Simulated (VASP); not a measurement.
# Nb (Im-3m) in VASP: relaxation of cell and atoms with r2SCAN

Aim: the relaxation of cell and atoms of Nb with r2SCAN.

Everything below comes from runs of VASP 6.6.1. Logs are shortened: lines on timing, memory, paths and dates and some standing lists are left out, and cuts for length are marked.

### Step 1. The cell of the first run

The structure is cubic, space group Im-3m (No. 229). Conventional cell: a = 3.328 Å, b = 3.328 Å, c = 3.328 Å, α = 90.00°, β = 90.00°, γ = 90.00°. Nb (site symmetry m-3m) has 14 Nb at 2.88 to 3.33 Å within 3.8 Å.

### Step 2. Relaxation of cell and atoms, r2SCAN

File POSCAR:

```
Nb
1.0
   -1.6639500000      1.6639500000      1.6639500000
    1.6639500000     -1.6639500000      1.6639500000
    1.6639500000      1.6639500000     -1.6639500000
Nb
1
Direct
    0.0000000000      0.0000000000      0.0000000000
```

File INCAR.step1:

```
ALGO     = Normal         # electronic algorithm
EDIFF    = 1E-5           # SCF threshold, eV
EDIFFG   = -0.005         # ionic threshold
ENCUT    = 550            # plane-wave cutoff, eV
GGA      = PE             # functional
GGA_COMPAT= F            
IBRION   = 2              # ionic algorithm
ISIF     = 3              # what is computed and relaxed
ISMEAR   = -1             # smearing method
LASPH    = T              # aspherical terms in the spheres
LCHARG   = F              # write CHGCAR
LREAL    = F              # projectors in reciprocal space
LWAVE    = T              # write WAVECAR
NELM     = 120            # most SCF steps
NELMIN   = 4            
NSW      = 100            # ionic steps
PREC     = Accurate       # precision mode
SIGMA    = 0.08           # smearing width, eV
```

File INCAR.step2:

```
ALGO     = Normal         # electronic algorithm
EDIFF    = 1E-7           # SCF threshold, eV
EDIFFG   = -0.002         # ionic threshold
ENCUT    = 550            # plane-wave cutoff, eV
GGA_COMPAT= F            
IBRION   = 2              # ionic algorithm
ISIF     = 3              # what is computed and relaxed
ISMEAR   = -1             # smearing method
ISTART   = 1            
LASPH    = T              # aspherical terms in the spheres
LCHARG   = F              # write CHGCAR
LMIXTAU  = T            
LREAL    = F              # projectors in reciprocal space
LWAVE    = F              # write WAVECAR
METAGGA  = R2SCAN         # meta-GGA
NELM     = 120            # most SCF steps
NELMIN   = 4            
NSW      = 100            # ionic steps
PREC     = Accurate       # precision mode
SIGMA    = 0.08           # smearing width, eV
```

File KPOINTS:

```
k-points
0
Gamma
  24 24 24
```

Potentials or basis: VASP PAW PBE potentials, release 64 (Nb_sv).

The run is started by

```sh
cat potpaw_PBE.64/Nb_sv/POTCAR > POTCAR
cp INCAR.step1 INCAR
mpirun -np 1 vasp_std > vasp.out
cp INCAR.step2 INCAR
mpirun -np 1 vasp_std > vasp.out
```

OUTCAR:

```text
EDIFF = 1E-7
   EDIFFG = -0.002
   ENCUT = 550
   IBRION = 2
   ISIF = 3
   ISMEAR = -1
   ISTART = 1
   LASPH = T
   LREAL = F
   METAGGA = R2SCAN
   NELM = 120
   NELMIN = 4
   NSW = 100
   PREC = Accurate

 ion  position               nearest neighbor table
   1  0.000  0.000  0.000-

  LATTYP: Found a body centered cubic cell.
 ALAT       =     3.3279000000

  Lattice vectors:

 A1 = (  -1.6639500000,   1.6639500000,   1.6639500000)
 A2 = (   1.6639500000,  -1.6639500000,   1.6639500000)
 A3 = (   1.6639500000,   1.6639500000,  -1.6639500000)

Analysis of symmetry for initial positions (statically):
=====================================================================
 Subroutine PRICEL returns:
 Original cell was already a primitive cell.

 Routine SETGRP: Setting up the symmetry group for a
 body centered cubic supercell.

 Subroutine GETGRP returns: Found 48 space group operations
 (whereof 48 operations were pure point group operations)
 out of a pool of 48 trial point group operations.

The static configuration has the point symmetry O_h .

Analysis of symmetry for dynamics (positions and initial velocities):
=====================================================================
 Subroutine PRICEL returns:
 Original cell was already a primitive cell.

 Routine SETGRP: Setting up the symmetry group for a
 body centered cubic supercell.

 Subroutine GETGRP returns: Found 48 space group operations
 (whereof 48 operations were pure point group operations)
 out of a pool of 48 trial point group operations.

The dynamic configuration has the point symmetry O_h .

 Subroutine INISYM returns: Found 48 space group operations
 (whereof 48 operations are pure point group operations),
 and found     1 'primitive' translations

----------------------------------------------------------------------------------------

                                     Primitive cell

  volume of cell :      18.4281

  direct lattice vectors                    reciprocal lattice vectors
    -1.663950000  1.663950000  1.663950000     0.000000000  0.300489798  0.300489798
     1.663950000 -1.663950000  1.663950000     0.300489798  0.000000000  0.300489798
     1.663950000  1.663950000 -1.663950000     0.300489798  0.300489798  0.000000000

  length of vectors
     2.882045941  2.882045941  2.882045941     0.424956748  0.424956748  0.424956748

  position of ions in fractional coordinates (direct lattice)
     0.000000000  0.000000000  0.000000000

  ion indices of the primitive-cell ions
   primitive index   ion index
                 1           1

----------------------------------------------------------------------------------------

 KPOINTS: k-points

Automatic generation of k-mesh.
 Grid dimensions read from file:
 generate k-points for:   24   24   24

 Generating k-lattice:

  Cartesian coordinates                     Fractional coordinates (reciprocal lattice)
     0.000000000  0.012520408  0.012520408     0.041666667  0.000000000  0.000000000
     0.012520408  0.000000000  0.012520408     0.000000000  0.041666667  0.000000000
     0.012520408  0.012520408  0.000000000     0.000000000  0.000000000  0.041666667

  Length of vectors
     0.017706531  0.017706531  0.017706531

  Shift w.r.t. Gamma in fractional coordinates (k-lattice)
     0.000000000  0.000000000  0.000000000

 Subroutine IBZKPT returns following result:
 ===========================================

 Found    413 irreducible k-points:

 Following reciprocal coordinates:
            Coordinates               Weight
  0.000000  0.000000  0.000000      1.000000
  0.041667  0.000000  0.000000     12.000000
  0.083333  0.000000  0.000000     12.000000
  0.125000  0.000000  0.000000     12.000000
  0.166667  0.000000  0.000000     12.000000
  0.208333  0.000000  0.000000     12.000000
[... 16 lines left out ...]
  0.416667  0.041667  0.000000     48.000000
  0.458333  0.041667  0.000000     48.000000
 [... further k-points ...]
   k-points           NKPTS =    413   k-points in BZ     NKDIM =    413   number of bands    NBANDS=     10
   number of dos      NEDOS =    301   number of ions     NIONS =      1
   total plane-waves  NPLWV =  13824
   dimension x,y,z NGX =    24 NGY =   24 NGZ =   24
   dimension x,y,z NGXF=    48 NGYF=   48 NGZF=   48
   ions per type =               1
   NGX,Y,Z   is equivalent  to a cutoff of  13.84, 13.84, 13.84 a.u.
   NGXF,Y,Z  is equivalent  to a cutoff of  27.69, 27.69, 27.69 a.u.
 SYSTEM =  unknown system
   PREC   = accura    normal or accurate (medium, high low for compatibility)
   ISTART =      1    job   : 0-new  1-cont  2-samecut
   ICHARG =      0    charge: 1-file 2-atom 10-const
   ISPIN  =      1    spin polarized calculation?
   LNONCOLLINEAR =      F non collinear calculations
   LSORBIT =      F    spin-orbit coupling
   LASPH  =      T    aspherical Exc in radial PAW
   ENCUT  =  550.0 eV  40.42 Ry    6.36 a.u.   5.51  5.51  5.51*2*pi/ulx,y,z
   NELM   =    120;   NELMIN=  4; NELMDL=  0     # of ELM steps
   EDIFF  = 0.1E-06   stopping-criterion for ELM
   LREAL  =      F    real-space projection
   EDIFFG = -.2E-02   stopping-criterion for IOM
   NSW    =    100    number of steps for IOM
   IBRION =      2    ionic relax: 0-MD 1-quasi-New 2-CG
   NFREE  =      1    steps in history (QN), initial steepest desc. (CG)
   ISIF   =      3    stress and relaxation
   ISYM   =      2    0-nonsym 1-usesym 2-fastsym
   POTIM  = 0.5000    time-step for ionic-motion
   TEBEG  =    0.0;   TEEND  =   0.0 temperature during run
   PSTRESS=    0.0 pullay stress
   NELECT =      13.0000    total number of electrons
   NUPDOWN=      -1.0000    fix difference up-down
   EMIN   =  10.00;   EMAX   =-10.00  energy-range for DOS
   EFERMI =   0.00;   METHOD = LEGACY
   ISMEAR =    -1;   SIGMA  =   0.08  broadening in eV -4-tet -1-fermi 0-gaus
   EFERMI_NEDOS =   21; number of points for ismear=-14 and -15
   IALGO  =     38    algorithm
   IMIX   =      4    mixing-type and parameters
     AMIX     =   0.40;   BMIX     =  1.00
     AMIX_MAG =   1.60;   BMIX_MAG =  1.00
  volume/ion in A,a.u.               =      18.43       124.36
  Fermi-wavevector in a.u.,A,eV,Ry     =   1.457345  2.753983 28.896790  2.123854
  Thomas-Fermi vector in A             =   2.574157
   LORBIT       =      0    0 simple, 1 ext, 2 COOP (PROOUT), +10 PAW based schemes
   METAGGA = R2SCAN    functional components
   LHFCALC =     F    Hartree Fock is set to
   AEXX    =    0.0000 exact exchange contribution
   IVDW    =     0    specifies the selected vdW correction
   LEPSILON=     F    determine dielectric tensor
   LRPA    =     F    only Hartree local field effects (RPA)
 conjugate gradient relaxation of ions
 non-spin polarized calculation
  energy-cutoff  :      550.00
  volume of cell :       18.43
 maximum number of plane-waves:       558
 NGX is ok and might be reduce to    24
   NGX = 11   NGY = 11   NGZ = 11

--------------------------------------- Ionic step        1  -------------------------------------------

 number of electron      12.9999999 magnetization

 Free energy of the ion-electron system (eV)
  ---------------------------------------------------
  ext. energy  EPLUGINS =         0.00000000
  ---------------------------------------------------
  free energy    TOTEN  =       -24.85230541 eV

  energy without entropy =      -24.82152551  energy(sigma->0) =      -24.83691546

------------------------ aborting loop because EDIFF is reached ----------------------------------------

  FORCE on cell =-STRESS in cart. coord.  units (eV):
  Direction    XX          YY          ZZ          XY          YZ          ZX
  --------------------------------------------------------------------------------------
  -------------------------------------------------------------------------------------
  Total       -0.4338614     -0.4338614     -0.4338614     -0.0000000      0.0000000      0.0000000
  in kB      -37.7207897    -37.7207897    -37.7207897     -0.0000000      0.0000000      0.0000000
  external PRESSURE =     -37.7207897 kB  Pullay stress =       0.0000000 kB

 VOLUME and BASIS-vectors are now :
 -----------------------------------------------------------------------------
  energy-cutoff  :      550.00
  volume of cell :       18.43
      direct lattice vectors                 reciprocal lattice vectors
    -1.663950000  1.663950000  1.663950000     0.000000000  0.300489798  0.300489798
     1.663950000 -1.663950000  1.663950000     0.300489798  0.000000000  0.300489798
     1.663950000  1.663950000 -1.663950000     0.300489798  0.300489798  0.000000000
[... 141 lines left out ...]
 POSITION                                       TOTAL-FORCE (eV/Angst)
 -----------------------------------------------------------------------------------
      1.65163      1.65163     -1.65163        -0.000000     -0.000000     -0.000000
 -----------------------------------------------------------------------------------
    total drift:                                0.000000      0.000000     -0.000000

  FREE ENERGIE OF THE ION-ELECTRON SYSTEM (eV)
  ---------------------------------------------------
  free  energy   TOTEN  =       -24.8572408834 eV

  energy  without entropy=      -24.8272048897  energy(sigma->0) =      -24.84222289

--------------------------------------- Ionic step        6  -------------------------------------------

 number of electron      13.0000000 magnetization

 Free energy of the ion-electron system (eV)
  ---------------------------------------------------
  ext. energy  EPLUGINS =         0.00000000
  ---------------------------------------------------
  free energy    TOTEN  =       -24.85724160 eV

  energy without entropy =      -24.82721492  energy(sigma->0) =      -24.84222826

 E-fermi :  11.1447     XC(G=0): -13.6242

 val. band max:       11.1352959638   @ k =   0.1667   0.0417   0.0000
 cond. band min:      11.1473443951   @ k =   0.0833   0.0833   0.0000
 fundamental gap:      0.0120484313
 Fermi energy:        11.1446785690

 k-point     1 :       0.0000    0.0000    0.0000
  band No.  band energies     occupation
      1     -45.0199      2.00000
      2     -19.5600      2.00000
      3     -19.5600      2.00000
      4     -19.5600      2.00000
      5       4.8455      2.00000
      6      11.5776      0.00888
      7      11.5776      0.00888
      8      11.5776      0.00888
      9      14.7002      0.00000
     10      14.7002      0.00000

 k-point     2 :       0.0417    0.0000    0.0000
  band No.  band energies     occupation
      1     -45.0155      2.00000
      2     -19.5867      2.00000
      3     -19.5680      2.00000
      4     -19.5602      2.00000
      5       4.9215      2.00000
      6      11.5296      0.01614
      7      11.5664      0.01022
      8      11.6492      0.00364
      9      14.6224      0.00000
     10      14.6994      0.00000
[... 274 lines left out ...]
 k-point    24 :       0.4583    0.0417    0.0000
  band No.  band energies     occupation
      1     -44.7510      2.00000
      2     -20.9937      2.00000
      3     -20.0167      2.00000
      4     -19.5845      2.00000
      5       7.2892      2.00000
      6       9.4462      2.00000
      7      13.1615      0.00000
      8      14.6909      0.00000
      9      15.5317      0.00000
     10      17.8347      0.00000

 [... further k-points ...]
[... 5 lines left out ...]
  --------------------------------------------------------------------------------------
  -------------------------------------------------------------------------------------
  Total        0.0000504      0.0000504      0.0000504      0.0000000      0.0000000     -0.0000000
  in kB        0.0044818      0.0044818      0.0044818      0.0000000      0.0000000     -0.0000000
  external PRESSURE =       0.0044818 kB  Pullay stress =       0.0000000 kB

 VOLUME and BASIS-vectors are now :
 -----------------------------------------------------------------------------
  energy-cutoff  :      550.00
  volume of cell :       18.02
      direct lattice vectors                 reciprocal lattice vectors
    -1.651481734  1.651481734  1.651481734     0.000000000  0.302758420  0.302758420
     1.651481734 -1.651481734  1.651481734     0.302758420  0.000000000  0.302758420
     1.651481734  1.651481734 -1.651481734     0.302758420  0.302758420  0.000000000

 POSITION                                       TOTAL-FORCE (eV/Angst)
 -----------------------------------------------------------------------------------
      0.00000     -0.00000      0.00000         0.000000      0.000000      0.000000
 -----------------------------------------------------------------------------------
    total drift:                               -0.000000      0.000000      0.000000

  FREE ENERGIE OF THE ION-ELECTRON SYSTEM (eV)
  ---------------------------------------------------
  free  energy   TOTEN  =       -24.8572415985 eV

  energy  without entropy=      -24.8272149171  energy(sigma->0) =      -24.84222826

 reached required accuracy - stopping structural energy minimisation
```

Wall time 12 min (1 thread of Intel Xeon 6975P-C (Granite Rapids), shared host); peak memory 0.22 GiB.

What came out:

- Free energy: -24.8572 eV
- Relaxed volume: 18.02 Å³/atom
- Relaxed cell: a = 2.860 Å, b = 2.860 Å, c = 2.860 Å, α = 109.47°, β = 109.47°, γ = 109.47°
- Space group after relaxing (to 0.1 Å): Im-3m (No. 229)
- Energy gained by relaxing: 4.9 meV/atom
- Ionic steps: 6
- Pressure after relaxing: 0.0 GPa
- Band gap on the k mesh: zero (an odd number of electrons rules out a gap without spin polarisation)

Step by step:
```tsv
step	energy change (eV)	largest force (eV/Å)	pressure (GPa)	volume (Å³)
1	0.0000	0.0000	-3.77	18.43
2	0.0118	0.0000	7.66	17.30
3	-0.0049	0.0000	-0.04	18.02
4	-0.0049	0.0000	0.03	18.01
5	-0.0049	0.0000	-0.05	18.02
6	-0.0049	0.0000	0.00	18.02
```

Final structure:
```
CELL_PARAMETERS angstrom
-1.65148 1.65148 1.65148
1.65148 -1.65148 1.65148
1.65148 1.65148 -1.65148
ATOMIC_POSITIONS crystal
Nb 0.00000 0.00000 0.00000
```

Caveat: the PAW data sets were made with another functional, which shifts forces and pressure a little.
